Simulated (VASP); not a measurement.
# Ag in VASP: further runs

Ag is run at these levels: PBE; tasks: electric field gradients.

All numbers are computed with VASP 6.6.1; they aren't measurements. Logs are shortened: lines on timing, memory, paths and dates and some standing lists are left out, and cuts for length are marked.

### Step 1. The cell of the first run

The structure is trigonal, space group R-3m (No. 166). The conventional cell has a = 2.875 Å, b = 2.875 Å, c = 7.148 Å, α = 90.00°, β = 90.00°, γ = 120.00°. Within 3.8 Å of Ag (site symmetry -3m) lie 12 Ag at 2.87 to 2.90 Å.

### Step 2. Electric field gradients, PBE (equal xy, yz and zx shear strains of +1 %)

INCAR reads:

```
PREC = Accurate
ENCUT = 520
EDIFF = 1E-8
ISMEAR = -1
SIGMA = 0.05
LREAL = False
LASPH = True
NELM = 80
ALGO = Normal
ISIF = 2
LWAVE = False
LCHARG = False
GGA = PE
LEFG = True
NBANDS = 12
```

KPOINTS reads:

```
Automatic mesh
0
Gamma
  15 15 15
```

POSCAR reads:

```
Ag
1.0
    0.0204310000      2.0533155000      2.0533155000
    2.0533155000      0.0204310000      2.0533155000
    2.0533155000      2.0533155000      0.0204310000
Ag
1
Direct
    0.0000000000      0.0000000000      0.0000000000
```

Potentials or basis: VASP PAW PBE potentials, release 64 (Ag).

Run with:

```
$ cat potpaw_PBE.64/Ag/POTCAR > POTCAR
$ mpirun -np 1 vasp_std > vasp.out
```

OUTCAR:

```text
PREC = Accurate
   ENCUT = 520
   EDIFF = 1E-8
   ISMEAR = -1
   LREAL = False
   LASPH = True
   NELM = 80
   ISIF = 2
   GGA = PE

 ion  position               nearest neighbor table
   1  0.000  0.000  0.000-

  LATTYP: Found a trigonal (rhomboedric) cell.
 ALAT       =     2.9038985022
 COS(alpha) =     0.5099250056

  Lattice vectors:

 A1 = (   0.0204310000,   2.0533155000,   2.0533155000)
 A2 = (   2.0533155000,   0.0204310000,   2.0533155000)
 A3 = (   2.0533155000,   2.0533155000,   0.0204310000)

Analysis of symmetry for initial positions (statically):
=====================================================================
 Subroutine PRICEL returns:
 Original cell was already a primitive cell.

 Routine SETGRP: Setting up the symmetry group for a
 trigonal (rhombohedral) supercell.

 Subroutine GETGRP returns: Found 12 space group operations
 (whereof 12 operations were pure point group operations)
 out of a pool of 12 trial point group operations.

The static configuration has the point symmetry D_3d.

Analysis of symmetry for dynamics (positions and initial velocities):
=====================================================================
 Subroutine PRICEL returns:
 Original cell was already a primitive cell.

 Routine SETGRP: Setting up the symmetry group for a
 trigonal (rhombohedral) supercell.

 Subroutine GETGRP returns: Found 12 space group operations
 (whereof 12 operations were pure point group operations)
 out of a pool of 12 trial point group operations.

The dynamic configuration has the point symmetry D_3d.

 Subroutine INISYM returns: Found 12 space group operations
 (whereof 12 operations are pure point group operations),
 and found     1 'primitive' translations

----------------------------------------------------------------------------------------

                                     Primitive cell

  volume of cell :      17.0556

  direct lattice vectors                    reciprocal lattice vectors
     0.020431000  2.053315500  2.053315500    -0.247173535  0.244738327  0.244738327
     2.053315500  0.020431000  2.053315500     0.244738327 -0.247173535  0.244738327
     2.053315500  2.053315500  0.020431000     0.244738327  0.244738327 -0.247173535

  length of vectors
     2.903898502  2.903898502  2.903898502     0.425309833  0.425309833  0.425309833

  position of ions in fractional coordinates (direct lattice)
     0.000000000  0.000000000  0.000000000

  ion indices of the primitive-cell ions
   primitive index   ion index
                 1           1

----------------------------------------------------------------------------------------

 KPOINTS: Automatic mesh

Automatic generation of k-mesh.
 Grid dimensions read from file:
 generate k-points for:   15   15   15

 Generating k-lattice:

  Cartesian coordinates                     Fractional coordinates (reciprocal lattice)
    -0.016478236  0.016315888  0.016315888     0.066666667  0.000000000 -0.000000000
     0.016315888 -0.016478236  0.016315888     0.000000000  0.066666667 -0.000000000
     0.016315888  0.016315888 -0.016478236     0.000000000  0.000000000  0.066666667

  Length of vectors
     0.028353989  0.028353989  0.028353989

  Shift w.r.t. Gamma in fractional coordinates (k-lattice)
     0.000000000  0.000000000  0.000000000

 Subroutine IBZKPT returns following result:
 ===========================================

 Found    344 irreducible k-points:

 Following reciprocal coordinates:
            Coordinates               Weight
  0.000000  0.000000  0.000000      1.000000
  0.066667  0.000000 -0.000000      6.000000
  0.133333  0.000000  0.000000      6.000000
  0.200000  0.000000  0.000000      6.000000
  0.266667  0.000000  0.000000      6.000000
  0.333333  0.000000  0.000000      6.000000
[... 16 lines left out ...]
  0.133333  0.133333  0.000000      6.000000
  0.200000  0.133333  0.000000     12.000000
 [... further k-points ...]
   k-points           NKPTS =    344   k-points in BZ     NKDIM =    344   number of bands    NBANDS=     12
   number of dos      NEDOS =    301   number of ions     NIONS =      1
   total plane-waves  NPLWV =  13824
   dimension x,y,z NGX =    24 NGY =   24 NGZ =   24
   dimension x,y,z NGXF=    48 NGYF=   48 NGZF=   48
   ions per type =               1
   NGX,Y,Z   is equivalent  to a cutoff of  13.74, 13.74, 13.74 a.u.
   NGXF,Y,Z  is equivalent  to a cutoff of  27.48, 27.48, 27.48 a.u.
 SYSTEM =  unknown system
   PREC   = accura    normal or accurate (medium, high low for compatibility)
   ISTART =      0    job   : 0-new  1-cont  2-samecut
   ICHARG =      2    charge: 1-file 2-atom 10-const
   ISPIN  =      1    spin polarized calculation?
   LNONCOLLINEAR =      F non collinear calculations
   LSORBIT =      F    spin-orbit coupling
   LASPH  =      T    aspherical Exc in radial PAW
   ENCUT  =  520.0 eV  38.22 Ry    6.18 a.u.   5.40  5.40  5.40*2*pi/ulx,y,z
   NELM   =     80;   NELMIN=  2; NELMDL= -5     # of ELM steps
   EDIFF  = 0.1E-07   stopping-criterion for ELM
   LREAL  =      F    real-space projection
   EDIFFG = 0.1E-06   stopping-criterion for IOM
   NSW    =      0    number of steps for IOM
   IBRION =     -1    ionic relax: 0-MD 1-quasi-New 2-CG
   NFREE  =      0    steps in history (QN), initial steepest desc. (CG)
   ISIF   =      2    stress and relaxation
   ISYM   =      2    0-nonsym 1-usesym 2-fastsym
   POTIM  = 0.5000    time-step for ionic-motion
   TEBEG  =    0.0;   TEEND  =   0.0 temperature during run
   PSTRESS=    0.0 pullay stress
   NELECT =      11.0000    total number of electrons
   NUPDOWN=      -1.0000    fix difference up-down
   EMIN   =  10.00;   EMAX   =-10.00  energy-range for DOS
   EFERMI =   0.00;   METHOD = LEGACY
   ISMEAR =    -1;   SIGMA  =   0.05  broadening in eV -4-tet -1-fermi 0-gaus
   EFERMI_NEDOS =   21; number of points for ismear=-14 and -15
   IALGO  =     38    algorithm
   IMIX   =      4    mixing-type and parameters
     AMIX     =   0.40;   BMIX     =  1.00
     AMIX_MAG =   1.60;   BMIX_MAG =  1.00
  volume/ion in A,a.u.               =      17.06       115.10
  Fermi-wavevector in a.u.,A,eV,Ry     =   1.414437  2.672898 27.220249  2.000632
  Thomas-Fermi vector in A             =   2.535979
   LORBIT       =      0    0 simple, 1 ext, 2 COOP (PROOUT), +10 PAW based schemes
   GGA     = PE    functional components
   LHFCALC =     F    Hartree Fock is set to
   AEXX    =    0.0000 exact exchange contribution
   IVDW    =     0    specifies the selected vdW correction
   LEPSILON=     F    determine dielectric tensor
   LRPA    =     F    only Hartree local field effects (RPA)
 non-spin polarized calculation
  energy-cutoff  :      520.00
  volume of cell :       17.06
 maximum number of plane-waves:       475
 NGX is ok and might be reduce to    24
   NGX = 11   NGY = 11   NGZ = 11

 number of electron      11.0000000 magnetization

 Free energy of the ion-electron system (eV)
  ---------------------------------------------------
  ext. energy  EPLUGINS =         0.00000000
  ---------------------------------------------------
  free energy    TOTEN  =        -2.70454555 eV

  energy without entropy =       -2.70135810  energy(sigma->0) =       -2.70295183

 E-fermi :   8.5627     XC(G=0): -12.2087

 val. band max:        8.5529588950   @ k =  -0.4667   0.2667   0.2000
 cond. band min:       8.5764301985   @ k =   0.4667   0.4667   0.2000
 fundamental gap:      0.0234713035
 Fermi energy:         8.5627082060

 k-point     1 :       0.0000    0.0000    0.0000
  band No.  band energies     occupation
      1       0.6599      2.00000
      2       3.5534      2.00000
      3       3.6450      2.00000
      4       3.6450      2.00000
      5       4.6511      2.00000
      6       4.6511      2.00000
      7      24.4375      0.00000
      8      27.6980      0.00000
      9      28.1996      0.00000
     10      28.1996      0.00000
     11      32.7916      0.00000
     12      33.7070      0.00000

 k-point     2 :       0.0667    0.0000   -0.0000
  band No.  band energies     occupation
      1       0.8000      2.00000
      2       3.5765      2.00000
      3       3.6267      2.00000
      4       3.6872      2.00000
      5       4.6348      2.00000
      6       4.6349      2.00000
      7      24.4754      0.00000
      8      26.9524      0.00000
      9      27.8433      0.00000
     10      28.2493      0.00000
     11      32.7649      0.00000
     12      33.5949      0.00000

 k-point     3 :       0.1333    0.0000    0.0000
  band No.  band energies     occupation
      1       1.1965      2.00000
      2       3.5345      2.00000
      3       3.6940      2.00000
      4       3.7907      2.00000
      5       4.6091      2.00000
      6       4.6098      2.00000
      7      23.8801      0.00000
      8      25.4598      0.00000
      9      27.9572      0.00000
     10      28.3511      0.00000
     11      31.7471      0.00000
     12      32.9972      0.00000

 k-point     4 :       0.2000    0.0000    0.0000
  band No.  band energies     occupation
      1       1.7357      2.00000
      2       3.5741      2.00000
      3       3.7654      2.00000
      4       3.8767      2.00000
      5       4.6466      2.00000
      6       4.6500      2.00000
      7      21.6084      0.00000
      8      25.2284      0.00000
      9      28.0012      0.00000
     10      28.3575      0.00000
     11      31.1523      0.00000
     12      32.1428      0.00000

 k-point     5 :       0.2667    0.0000    0.0000
  band No.  band energies     occupation
      1       2.1077      2.00000
      2       3.7499      2.00000
      3       3.8644      2.00000
      4       4.0491      2.00000
      5       4.8073      2.00000
      6       4.8271      2.00000
      7      19.0254      0.00000
      8      24.8892      0.00000
      9      27.7398      0.00000
     10      28.0552      0.00000
     11      31.3608      0.00000
     12      31.5605      0.00000
[... 228 lines left out ...]
      1       1.4887      2.00000
      2       3.4561      2.00000
      3       3.7661      2.00000
      4       3.8842      2.00000
      5       4.4810      2.00000
      6       4.7368      2.00000
      7      23.3177      0.00000
      8      24.8682      0.00000
      9      27.1825      0.00000
     10      29.2569      0.00000
     11      30.4365      0.00000
     12      32.9690      0.00000

 k-point    22 :      -0.0667    0.0667    0.0000
  band No.  band energies     occupation
      1       1.0286      2.00000
      2       3.5422      2.00000
      3       3.6557      2.00000
      4       3.7704      2.00000
      5       4.5558      2.00000
      6       4.6698      2.00000
      7      24.4706      0.00000
      8      25.9673      0.00000
      9      27.2752      0.00000
     10      28.5978      0.00000
     11      31.7954      0.00000
     12      33.7516      0.00000

 k-point    23 :       0.1333    0.1333    0.0000
  band No.  band energies     occupation
      1       1.3713      2.00000
      2       3.3387      2.00000
      3       3.8539      2.00000
      4       3.9074      2.00000
      5       4.4036      2.00000
      6       4.7706      2.00000
      7      24.6692      0.00000
      8      25.9846      0.00000
      9      26.2857      0.00000
     10      26.4377      0.00000
     11      32.2592      0.00000
     12      33.5392      0.00000

 k-point    24 :       0.2000    0.1333    0.0000
  band No.  band energies     occupation
      1       1.7964      2.00000
      2       3.2207      2.00000
      3       3.9618      2.00000
      4       4.0180      2.00000
      5       4.4084      2.00000
      6       4.8380      2.00000
      7      23.6645      0.00000
      8      24.9290      0.00000
      9      25.4243      0.00000
     10      27.1116      0.00000
     11      30.6254      0.00000
     12      33.6959      0.00000

 [... further k-points ...]
[... 5 lines left out ...]
  --------------------------------------------------------------------------------------
  -------------------------------------------------------------------------------------
  Total        0.4721837      0.4721837      0.4721837     -0.0306163     -0.0306163     -0.0306163
  in kB       44.3562860     44.3562860     44.3562860     -2.8760551     -2.8760551     -2.8760551
  external PRESSURE =      44.3562860 kB  Pullay stress =       0.0000000 kB

 VOLUME and BASIS-vectors are now :
 -----------------------------------------------------------------------------
  energy-cutoff  :      520.00
  volume of cell :       17.06
      direct lattice vectors                 reciprocal lattice vectors
     0.020431000  2.053315500  2.053315500    -0.247173535  0.244738327  0.244738327
     2.053315500  0.020431000  2.053315500     0.244738327 -0.247173535  0.244738327
     2.053315500  2.053315500  0.020431000     0.244738327  0.244738327 -0.247173535

 POSITION                                       TOTAL-FORCE (eV/Angst)
 -----------------------------------------------------------------------------------
      0.00000      0.00000      0.00000         0.000000      0.000000      0.000000
 -----------------------------------------------------------------------------------
    total drift:                               -0.000000      0.000000     -0.000000

  FREE ENERGIE OF THE ION-ELECTRON SYSTEM (eV)
  ---------------------------------------------------
  free  energy   TOTEN  =        -2.7045455523 eV

  energy  without entropy=       -2.7013581039  energy(sigma->0) =       -2.70295183

 Electric field gradients (V/A^2)
---------------------------------------------------------------------
 ion       V_xx      V_yy      V_zz      V_xy      V_xz      V_yz
---------------------------------------------------------------------
   1       0.000    -0.000     0.000    -0.022    -0.022    -0.022
---------------------------------------------------------------------

 Electric field gradients after diagonalization (V/A^2)
 (convention: |V_zz| > |V_xx| > |V_yy|)
----------------------------------------------------------------------
 ion       V_xx      V_yy      V_zz     asymmetry (V_yy - V_xx)/ V_zz
----------------------------------------------------------------------
   1       0.022     0.022    -0.044       0.000
----------------------------------------------------------------------

           NMR quadrupolar parameters

 Cq : quadrupolar parameter    Cq=e*Q*V_zz/h
 eta: asymmetry parameters     (V_yy - V_xx)/ V_zz
 Q  : nuclear electric quadrupole moment in mb (millibarn)
----------------------------------------------------------------------
 ion       Cq(MHz)       eta       Q (mb)
----------------------------------------------------------------------
   1      -0.000       0.000       1.000
----------------------------------------------------------------------
```

Wall time 22 s (1 thread of Intel Xeon 6975P-C (Granite Rapids), shared host); peak memory 0.19 GiB.

Results:

```
Free energy : -2.7045 eV
Pressure    : 4.4 GPa
```

Caveat: the cell differs from its parent crystal (equal xy, yz and zx shear strains of +1 %); without QUAD_EFG the Cq values of the log hold for a quadrupole moment of 1 mb, not for the nuclei.

(Part 1 of 2 ends here.)
